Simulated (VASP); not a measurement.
HfB2: single point with PBE

The system is HfB2.

```xyz
3
Lattice="3.1400 0.0000 0.0000 -1.5700 2.7193 0.0000 0.0000 0.0000 3.4800" Properties=species:S:1:pos:R:3 pbc="T T T"
Hf    0.0000    0.0000    0.0000
B     0.0000    1.8129    1.7400
B     1.5700    0.9064    1.7400
```

```yaml
Program: VASP 6.6.1
Task: single point
Functional: PBE
Potentials_or_basis: VASP PAW PBE potentials, release 64 (Hf_pv, B)
Cutoff: 520 eV
k_mesh: 11 × 11 × 8
Occupations: fermi-dirac, width 0.05 eV
Spin: no spin polarisation
```

```
Pressure               : 1.0 GPa
Band gap on the k mesh : zero (band 8 reaches 8.26 eV, above the bottom of band 9 at 7.17 eV)
```

Stress tensor (GPa, compression positive):
```
0.86 0.00 0.00
0.00 0.86 0.00
0.00 0.00 1.16
```

Levels at points of the mesh, in eV from the Fermi level:
| k point | band 4 | band 5 | band 6 | band 7 | band 8 | band 9 | band 10 | band 11 | band 12 | band 13 |
| --- | --- | --- | --- | --- | --- | --- | --- | --- | --- | --- |
| (0.00, 0.00, 0.00) | -13.63 | -2.88 | -2.78 | -2.78 | -2.66 | 4.15 | 4.15 | 4.78 | 4.78 | 5.11 |
| (0.00, 0.00, 0.50) | -11.23 | -8.25 | -1.07 | -1.07 | 0.44 | 0.44 | 1.12 | 1.12 | 2.35 | 5.20 |

It took 17 s on 1 thread of AMD EPYC 9R45 96-Core Processor (Zen 5), on a shared host, peak memory 0.14 GiB.

Caveat: spin-orbit coupling is left out, which moves the levels of the heavy elements.
